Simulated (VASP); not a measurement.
# Rh (P6_3/mmc) in VASP: notebook

The runs below take Rh through single point, relaxation of cell and atoms, with PBE.

Program: VASP 6.6.1. These are calculated values, not measurements. Logs are shortened: lines on timing, memory, paths and dates and some standing lists are left out, and cuts for length are marked.

### Step 1. The cell of the first run

It takes space group P6_3/mmc (No. 194, hexagonal). Conventional cell: a = 2.725 Å, b = 2.725 Å, c = 4.385 Å, α = 90.00°, β = 90.00°, γ = 120.00°. Rh (site symmetry -6m2) has 12 Rh at 2.70 to 2.72 Å within 3.6 Å.

This isn't the form of Rh at room conditions, which is fcc.

### Step 2. Single point, PBE

Input file INCAR:

```
PREC     = Accurate       # precision mode
ENCUT    = 520            # plane-wave cutoff, eV
EDIFF    = 1E-7           # SCF threshold, eV
ISMEAR   = 0              # smearing method
SIGMA    = 0.1            # smearing width, eV
LREAL    = False          # projectors in reciprocal space
LASPH    = True           # aspherical terms in the spheres
NELM     = 100            # most SCF steps
ALGO     = Normal         # electronic algorithm
ISIF     = 2              # what is computed and relaxed
LWAVE    = False          # write WAVECAR
LCHARG   = False          # write CHGCAR
GGA      = PE             # functional
NBANDS   = 22             # bands
```

Input file KPOINTS:

```
regular mesh
0
Gamma
  18 18 10
```

Input file POSCAR:

```
Rh
1.0
    2.7247940771      0.0000000000      0.0000000000
   -1.3623970385      2.3597408908      0.0000000000
    0.0000000000      0.0000000000      4.3849488899
Rh
2
Direct
    0.3333333333      0.6666666667      0.2500000000
    0.6666666667      0.3333333333      0.7500000000
```

Potentials or basis: VASP PAW PBE potentials, release 64 (Rh_pv).

Run with:

```bash
$ cat potpaw_PBE.64/Rh_pv/POTCAR > POTCAR
$ mpirun -np 1 vasp_std > vasp.out
```

OUTCAR:

```text
PREC = Accurate
   ENCUT = 520
   EDIFF = 1E-7
   ISMEAR = 0
   LREAL = False
   LASPH = True
   NELM = 100
   ISIF = 2
   GGA = PE

 ion  position               nearest neighbor table
   1  0.333  0.667  0.250-   2 2.70   2 2.70   2 2.70   2 2.70   2 2.70   2 2.70
   2  0.667  0.333  0.750-   1 2.70   1 2.70   1 2.70   1 2.70   1 2.70   1 2.70

  LATTYP: Found a hexagonal cell.
 ALAT       =     2.7247940771
 C/A-ratio  =     1.6092771658

  Lattice vectors:

 A1 = (   2.7247940771,   0.0000000000,   0.0000000000)
 A2 = (  -1.3623970385,   2.3597408908,   0.0000000000)
 A3 = (   0.0000000000,   0.0000000000,   4.3849488899)

Analysis of symmetry for initial positions (statically):
=====================================================================
 Subroutine PRICEL returns:
 Original cell was already a primitive cell.

 Routine SETGRP: Setting up the symmetry group for a
 hexagonal supercell.

 Subroutine GETGRP returns: Found 24 space group operations
 (whereof 12 operations were pure point group operations)
 out of a pool of 24 trial point group operations.

The static configuration has the point symmetry D_3d.
 The point group associated with its full space group is D_6h.

Analysis of symmetry for dynamics (positions and initial velocities):
=====================================================================
 Subroutine PRICEL returns:
 Original cell was already a primitive cell.

 Routine SETGRP: Setting up the symmetry group for a
 hexagonal supercell.

 Subroutine GETGRP returns: Found 24 space group operations
 (whereof 12 operations were pure point group operations)
 out of a pool of 24 trial point group operations.

The dynamic configuration has the point symmetry D_3d.
 The point group associated with its full space group is D_6h.

 Subroutine INISYM returns: Found 24 space group operations
 (whereof 12 operations are pure point group operations),
 and found     1 'primitive' translations

----------------------------------------------------------------------------------------

                                     Primitive cell

  volume of cell :      28.1944

  direct lattice vectors                    reciprocal lattice vectors
     2.724794077  0.000000000  0.000000000     0.367000211  0.211887670  0.000000000
    -1.362397038  2.359740891  0.000000000     0.000000000  0.423775341  0.000000000
     0.000000000  0.000000000  4.384948890     0.000000000  0.000000000  0.228052829

  length of vectors
     2.724794077  2.724794077  4.384948890     0.423775341  0.423775341  0.228052829

  position of ions in fractional coordinates (direct lattice)
     0.333333333  0.666666667  0.250000000
     0.666666667  0.333333333  0.750000000

  ion indices of the primitive-cell ions
   primitive index   ion index
                 1           1
                 2           2

----------------------------------------------------------------------------------------

 KPOINTS: regular mesh

Automatic generation of k-mesh.
 Grid dimensions read from file:
 generate k-points for:   18   18   10

 Generating k-lattice:

  Cartesian coordinates                     Fractional coordinates (reciprocal lattice)
     0.020388901  0.011771537  0.000000000     0.055555556  0.000000000  0.000000000
     0.000000000  0.023543074  0.000000000     0.000000000  0.055555556  0.000000000
     0.000000000  0.000000000  0.022805283     0.000000000  0.000000000  0.100000000

  Length of vectors
     0.023543074  0.023543074  0.022805283

  Shift w.r.t. Gamma in fractional coordinates (k-lattice)
     0.000000000  0.000000000  0.000000000

 Subroutine IBZKPT returns following result:
 ===========================================

 Found    222 irreducible k-points:

 Following reciprocal coordinates:
            Coordinates               Weight
  0.000000  0.000000  0.000000      1.000000
  0.055556  0.000000  0.000000      6.000000
  0.111111  0.000000  0.000000      6.000000
  0.166667  0.000000  0.000000      6.000000
  0.222222  0.000000  0.000000      6.000000
  0.277778 -0.000000  0.000000      6.000000
[... 16 lines left out ...]
  0.333333  0.111111  0.000000     12.000000
  0.388889  0.111111  0.000000     12.000000
 [... further k-points ...]
   k-points           NKPTS =    222   k-points in BZ     NKDIM =    222   number of bands    NBANDS=     22
   number of dos      NEDOS =    301   number of ions     NIONS =      2
   total plane-waves  NPLWV =  14400
   dimension x,y,z NGX =    20 NGY =   20 NGZ =   36
   dimension x,y,z NGXF=    40 NGYF=   40 NGZF=   72
   ions per type =               2
   NGX,Y,Z   is equivalent  to a cutoff of  12.20, 12.20, 13.65 a.u.
   NGXF,Y,Z  is equivalent  to a cutoff of  24.40, 24.40, 27.30 a.u.
 SYSTEM =  unknown system
   PREC   = accura    normal or accurate (medium, high low for compatibility)
   ISTART =      0    job   : 0-new  1-cont  2-samecut
   ICHARG =      2    charge: 1-file 2-atom 10-const
   ISPIN  =      1    spin polarized calculation?
   LNONCOLLINEAR =      F non collinear calculations
   LSORBIT =      F    spin-orbit coupling
   LASPH  =      T    aspherical Exc in radial PAW
   ENCUT  =  520.0 eV  38.22 Ry    6.18 a.u.   5.07  5.07  8.15*2*pi/ulx,y,z
   NELM   =    100;   NELMIN=  2; NELMDL= -5     # of ELM steps
   EDIFF  = 0.1E-06   stopping-criterion for ELM
   LREAL  =      F    real-space projection
   EDIFFG = 0.1E-05   stopping-criterion for IOM
   NSW    =      0    number of steps for IOM
   IBRION =     -1    ionic relax: 0-MD 1-quasi-New 2-CG
   NFREE  =      0    steps in history (QN), initial steepest desc. (CG)
   ISIF   =      2    stress and relaxation
   ISYM   =      2    0-nonsym 1-usesym 2-fastsym
   POTIM  = 0.5000    time-step for ionic-motion
   TEBEG  =    0.0;   TEEND  =   0.0 temperature during run
   PSTRESS=    0.0 pullay stress
   NELECT =      30.0000    total number of electrons
   NUPDOWN=      -1.0000    fix difference up-down
   EMIN   =  10.00;   EMAX   =-10.00  energy-range for DOS
   EFERMI =   0.00;   METHOD = LEGACY
   ISMEAR =     0;   SIGMA  =   0.10  broadening in eV -4-tet -1-fermi 0-gaus
   EFERMI_NEDOS =   21; number of points for ismear=-14 and -15
   IALGO  =     38    algorithm
   IMIX   =      4    mixing-type and parameters
     AMIX     =   0.40;   BMIX     =  1.00
     AMIX_MAG =   1.60;   BMIX_MAG =  1.00
  volume/ion in A,a.u.               =      14.10        95.13
  Fermi-wavevector in a.u.,A,eV,Ry     =   1.671326  3.158347 38.005553  2.793329
  Thomas-Fermi vector in A             =   2.756668
   LORBIT       =      0    0 simple, 1 ext, 2 COOP (PROOUT), +10 PAW based schemes
   GGA     = PE    functional components
   LHFCALC =     F    Hartree Fock is set to
   AEXX    =    0.0000 exact exchange contribution
   IVDW    =     0    specifies the selected vdW correction
   LEPSILON=     F    determine dielectric tensor
   LRPA    =     F    only Hartree local field effects (RPA)
 non-spin polarized calculation
 Gauss-broadening in eV      SIGMA  =   0.10
  energy-cutoff  :      520.00
  volume of cell :       28.19
 maximum number of plane-waves:       780
   NGX = 11   NGY = 11   NGZ = 17

 number of electron      30.0000011 magnetization

 Free energy of the ion-electron system (eV)
  ---------------------------------------------------
  ext. energy  EPLUGINS =         0.00000000
  ---------------------------------------------------
  free energy    TOTEN  =       -14.45080137 eV

  energy without entropy =      -14.43401590  energy(sigma->0) =      -14.44240863

 E-fermi :  11.5497     XC(G=0): -13.8694

 val. band max:       11.5492454735   @ k =   0.0000   0.0000   0.3000
 cond. band min:      11.5516523626   @ k =   0.2222   0.0556   0.4000
 fundamental gap:      0.0024068891
 Fermi energy:        11.5497216067

 k-point     1 :       0.0000    0.0000    0.0000
  band No.  band energies     occupation
      1     -35.5777      2.00000
      2     -34.9640      2.00000
      3     -34.9640      2.00000
      4     -34.8820      2.00000
      5     -34.8625      2.00000
      6     -34.8625      2.00000
[... 14 lines left out ...]
     21      29.7139      0.00000
     22      30.2418      0.00000

 k-point     2 :       0.0556    0.0000    0.0000
  band No.  band energies     occupation
      1     -35.5711      2.00000
      2     -34.9787      2.00000
      3     -34.9689      2.00000
      4     -34.8849      2.00000
      5     -34.8779      2.00000
      6     -34.8648      2.00000
[... 14 lines left out ...]
     21      29.8332      0.00000
     22      30.3224      0.00000

 k-point     3 :       0.1111    0.0000    0.0000
  band No.  band energies     occupation
      1     -35.5517      2.00000
      2     -35.0211      2.00000
      3     -34.9827      2.00000
      4     -34.9218      2.00000
      5     -34.8934      2.00000
      6     -34.8716      2.00000
[... 14 lines left out ...]
     21      30.1469      0.00000
     22      30.2569      0.00000

 k-point     4 :       0.1667    0.0000    0.0000
  band No.  band energies     occupation
      1     -35.5207      2.00000
      2     -35.0862      2.00000
      3     -35.0034      2.00000
      4     -34.9881      2.00000
      5     -34.9077      2.00000
      6     -34.8824      2.00000
[... 14 lines left out ...]
     21      30.0245      0.00000
     22      30.3394      0.00000

 k-point     5 :       0.2222    0.0000    0.0000
  band No.  band energies     occupation
      1     -35.4802      2.00000
      2     -35.1661      2.00000
      3     -35.0682      2.00000
      4     -35.0283      2.00000
      5     -34.9278      2.00000
      6     -34.8961      2.00000
[... 417 lines left out ...]
 k-point    22 :       0.2778    0.1111    0.0000
  band No.  band energies     occupation
      1     -35.3678      2.00000
      2     -35.3231      2.00000
      3     -35.2446      2.00000
      4     -35.0906      2.00000
      5     -34.9923      2.00000
      6     -34.9587      2.00000
[... 14 lines left out ...]
     21      24.7512      0.00000
     22      27.5041      0.00000

 k-point    23 :       0.3333    0.1111    0.0000
  band No.  band energies     occupation
      1     -35.3838      2.00000
      2     -35.3197      2.00000
      3     -35.2890      2.00000
      4     -35.1198      2.00000
      5     -35.0246      2.00000
      6     -34.9736      2.00000
[... 14 lines left out ...]
     21      23.8718      0.00000
     22      26.7933      0.00000

 k-point    24 :       0.3889    0.1111    0.0000
  band No.  band energies     occupation
      1     -35.4234      2.00000
      2     -35.3179      2.00000
      3     -35.2809      2.00000
      4     -35.1386      2.00000
      5     -35.0531      2.00000
      6     -34.9832      2.00000
[... 14 lines left out ...]
     21      23.2575      0.00000
     22      26.1898      0.00000

 [... further k-points ...]

------------------------ aborting loop because EDIFF is reached ----------------------------------------

  FORCE on cell =-STRESS in cart. coord.  units (eV):
  Direction    XX          YY          ZZ          XY          YZ          ZX
  --------------------------------------------------------------------------------------
  -------------------------------------------------------------------------------------
  Total        0.0063457      0.0063457      0.0097124      0.0000000     -0.0000000      0.0000000
  in kB        0.3606004      0.3606004      0.5519175      0.0000000     -0.0000000      0.0000000
  external PRESSURE =       0.4243728 kB  Pullay stress =       0.0000000 kB

 VOLUME and BASIS-vectors are now :
 -----------------------------------------------------------------------------
  energy-cutoff  :      520.00
  volume of cell :       28.19
      direct lattice vectors                 reciprocal lattice vectors
     2.724794077  0.000000000  0.000000000     0.367000211  0.211887670  0.000000000
    -1.362397038  2.359740891  0.000000000     0.000000000  0.423775341  0.000000000
     0.000000000  0.000000000  4.384948890     0.000000000  0.000000000  0.228052829

 POSITION                                       TOTAL-FORCE (eV/Angst)
 -----------------------------------------------------------------------------------
     -0.00000      1.57316      1.09624         0.000000     -0.000000      0.000000
      1.36240      0.78658      3.28871        -0.000000      0.000000      0.000000
 -----------------------------------------------------------------------------------
    total drift:                               -0.000000      0.000000     -0.000000

  FREE ENERGIE OF THE ION-ELECTRON SYSTEM (eV)
  ---------------------------------------------------
  free  energy   TOTEN  =       -14.4508013744 eV

  energy  without entropy=      -14.4340158951  energy(sigma->0) =      -14.44240863
```

Wall time 61 s (1 thread of Intel Xeon Platinum 8488C (Sapphire Rapids), shared host); peak memory 0.22 GiB.

Results:

```
Free energy            : -14.4508 eV
Pressure               : 0.0 GPa
Band gap on the k mesh : zero (bands 15 and 16 overlap by 2.32 eV)
```

### Step 3. Relaxation of cell and atoms, PBE

This run uses another cell than the first one, of 13.80 Å³/atom.

Input file INCAR:

```
SYSTEM = Rh
PREC = Accurate ; ENCUT = 600
EDIFF = 1E-6 ; ISMEAR = 0
SIGMA = 0.1 ; LREAL = .FALSE.
LASPH = .TRUE. ; NELM = 100
ALGO = Normal ; ISIF = 3
LWAVE = .FALSE. ; LCHARG = .FALSE.
GGA = PE ; IBRION = 2
NSW = 100 ; EDIFFG = -0.002
```

Input file KPOINTS:

```
Automatic mesh
0
G
  18 18 10
  0 0 0
```

Input file POSCAR:

```
Rh
1.0
    2.6923490378      0.0000000000      0.0000000000
   -1.3461745189      2.3316426626      0.0000000000
    0.0000000000      0.0000000000      4.3966059788
Rh
2
Direct
    0.3333333333      0.6666666667      0.2500000000
    0.6666666667      0.3333333333      0.7500000000
```

Potentials or basis: VASP PAW PBE potentials, release 64 (Rh_pv).

Run with:

```bash
$ cat potpaw_PBE.64/Rh_pv/POTCAR > POTCAR
$ mpirun -np 1 vasp_std > vasp.out
```

Wall time 3.1 min (1 thread of Intel Xeon Platinum 8488C (Sapphire Rapids), shared host); peak memory 0.25 GiB.

The run converged. Its results:

| Quantity | Value |
| --- | --- |
| Free energy | -14.4503 eV |
| Relaxed volume | 14.09 Å³/atom |
| Relaxed cell | a = 2.724 Å, b = 2.724 Å, c = 4.385 Å, α = 90.00°, β = 90.00°, γ = 120.00° |
| Space group after relaxing (to 0.1 Å) | P6_3/mmc (No. 194) |
| Energy gained by relaxing | 6.5 meV/atom |
| Ionic steps | 8 |
| Pressure after relaxing | 0.0 GPa |
| Band gap on the k mesh | zero (bands 15 and 16 overlap by 2.32 eV) |

The path:
| step | energy change (eV) | largest force (eV/Å) | pressure (GPa) | volume (Å³) |
| --- | --- | --- | --- | --- |
| 1 | 0.0000 | 0.0000 | 5.59 | 27.60 |
| 2 | 0.0360 | 0.0000 | -10.88 | 29.57 |
| 3 | -0.0117 | 0.0000 | -0.46 | 28.23 |
| 4 | -0.0117 | 0.0000 | -0.33 | 28.22 |
| 5 | -0.0131 | 0.0000 | 0.02 | 28.18 |
| 6 | -0.0131 | 0.0000 | 0.03 | 28.18 |
| 7 | -0.0131 | 0.0000 | -0.07 | 28.19 |
| 8 | -0.0131 | 0.0000 | 0.02 | 28.18 |

Final structure:
```
Rh
1.0
     2.72418    0.00000    0.00000
    -1.36209    2.35921    0.00000
     0.00000    0.00000    4.38516
Rh
2
Direct
  0.33333 0.66667 0.25000
  0.66667 0.33333 0.75000
```

Levels at points of the mesh, in eV from the Fermi level:
| k point | band 12 | band 13 | band 14 | band 15 | band 16 | band 17 | band 18 | band 19 |
| --- | --- | --- | --- | --- | --- | --- | --- | --- |
| (0.00, 0.00, 0.00) | -2.42 | -2.42 | -1.88 | -1.88 | 0.12 | 0.12 | 0.79 | 8.45 |
| (0.50, 0.00, 0.00) | -2.15 | -2.10 | 0.38 | 0.60 | 0.68 | 2.94 | 5.00 | 10.18 |
| (0.00, 0.00, 0.50) | -3.04 | -3.04 | -3.04 | -0.43 | -0.43 | -0.43 | -0.43 | 14.78 |
| (0.50, 0.00, 0.50) | -1.64 | -0.30 | -0.30 | 0.56 | 0.56 | 2.63 | 2.63 | 9.09 |

### Step 4. Single point, PBE

This run uses another cell than the first one, of 13.80 Å³/atom.

Input file INCAR:

```
ALGO = Normal
EDIFF = 1E-7
ENCUT = 520
GGA = PE
ISIF = 2
ISMEAR = 0
LASPH = T
LCHARG = T
LELF = T
LREAL = F
LVHAR = T
LWAVE = F
NBANDS = 22
NELM = 100
PREC = Accurate
SIGMA = 0.1
```

Input file KPOINTS:

```
k-points
0
Gamma
  9 9 4
```

POSCAR is that of step 3.

Run with:

```bash
$ cat potpaw_PBE.64/Rh_pv/POTCAR > POTCAR
$ mpirun -np 1 vasp_std > vasp.out
```

Wall time 12 s (1 thread of Intel Xeon Platinum 8488C (Sapphire Rapids), shared host); peak memory 0.14 GiB.

Results (log left out):

* Free energy: -14.4695 eV
* Pressure: 5.3 GPa
* Band gap on the k mesh: zero (bands 15 and 16 overlap by 2.07 eV)

Stress tensor (GPa, compression positive):
```
6.47 0.00 0.00
0.00 6.47 0.00
0.00 0.00 2.95
```

Levels at points of the mesh, in eV from the Fermi level:
| k point | band 11 | band 12 | band 13 | band 14 | band 15 | band 16 | band 17 | band 18 | band 19 | band 20 |
| --- | --- | --- | --- | --- | --- | --- | --- | --- | --- | --- |
| (0.00, 0.00, 0.00) | -2.93 | -2.43 | -2.43 | -1.75 | -1.75 | 0.22 | 0.22 | 0.72 | 8.54 | 16.03 |
| (0.00, 0.00, 0.50) | -3.02 | -3.02 | -3.02 | -3.02 | -0.35 | -0.35 | -0.35 | -0.35 | 14.83 | 14.83 |

Caveat: the cell stands under pressure.

### Step 5. Overview

| task | cell | k mesh | cutoff (eV) | gap on the mesh (eV) | pressure (GPa) |
| --- | --- | --- | --- | --- | --- |
| single point | a = 2.725, b = 2.725, c = 4.385 Å, angles 90.0, 90.0, 120.0°, 2 atoms | 18 × 18 × 10 | 520 | none | 0.0 |
| relaxation of cell and atoms | relaxed from a = 2.692, b = 2.692, c = 4.397 Å, angles 90.0, 90.0, 120.0°, 2 atoms | 18 × 18 × 10 | 600 | none | 0.0 |
| single point | a = 2.692, b = 2.692, c = 4.397 Å, angles 90.0, 90.0, 120.0°, 2 atoms | 9 × 9 × 4 | 520 | none | 5.3 |

Alike in all rows: level PBE; potentials or basis VASP PAW PBE potentials, release 64 (Rh_pv); no spin polarisation; smearing gaussian 0.1 eV.

Caveats: the cell stands under pressure (at least some runs).

Absolute energies hang on the potentials; compare differences alone.
